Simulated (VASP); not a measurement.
Here is a VASP 6.6.1 calculation.

Contents of POSCAR:

```
BN
1.0
    0.0000000000      1.8048245542      1.8048245542
    1.8048245542      0.0000000000      1.8048245542
    1.8048245542      1.8048245542      0.0000000000
B N
1 1
Direct
    0.0000000000      0.0000000000      0.0000000000
    0.2500000000      0.2500000000      0.2500000000
```

The input INCAR.step1:

```
SYSTEM = BN
  PREC = Accurate
  ENCUT = 520
  EDIFF = 1E-5
  ISMEAR = 0
  SIGMA = 0.01
  LREAL = .FALSE.
  LASPH = .TRUE.
  NELM = 100
  ALGO = Normal
  ISIF = 2
  LWAVE = .TRUE.
  GGA = PE
  NBANDS = 11
```

Contents of INCAR.step2:

```
SYSTEM = BN
  PREC = Accurate
  ENCUT = 520
  EDIFF = 1E-7
  ISMEAR = 0
  SIGMA = 0.01
  LREAL = .FALSE.
  LASPH = .TRUE.
  NELM = 100
  ALGO = Normal
  ISIF = 2
  LWAVE = .FALSE.
  LCHARG = .TRUE.
  GGA = PE
  LHFCALC = .TRUE.
  HFSCREEN = 0.2079
  PRECFOCK = Normal
  LELF = .TRUE.
  LVHAR = .TRUE.
  ISTART = 1
  NBANDS = 11
```

KPOINTS

```
regular mesh
0
G
  6 6 6
  0 0 0
```

Potentials or basis: VASP PAW PBE potentials, release 64 (B, N).

Run with:

```sh
$ cat potpaw_PBE.64/B/POTCAR potpaw_PBE.64/N/POTCAR > POTCAR
$ cp INCAR.step1 INCAR
$ mpirun -np 1 vasp_std > vasp.out
$ cp INCAR.step2 INCAR
$ mpirun -np 1 vasp_std > vasp.out
```

Task: What does it give for the pressure?

Result: -3.9 GPa.

Task: Estimate the band gap on the k mesh.

Result: 5.78 eV (least direct gap 10.58 eV).

Caveat: the k points lie up to 0.50 Å⁻¹ apart; the PAW data sets were made with another functional, which shifts forces and pressure a little. A k mesh can miss the band edges.
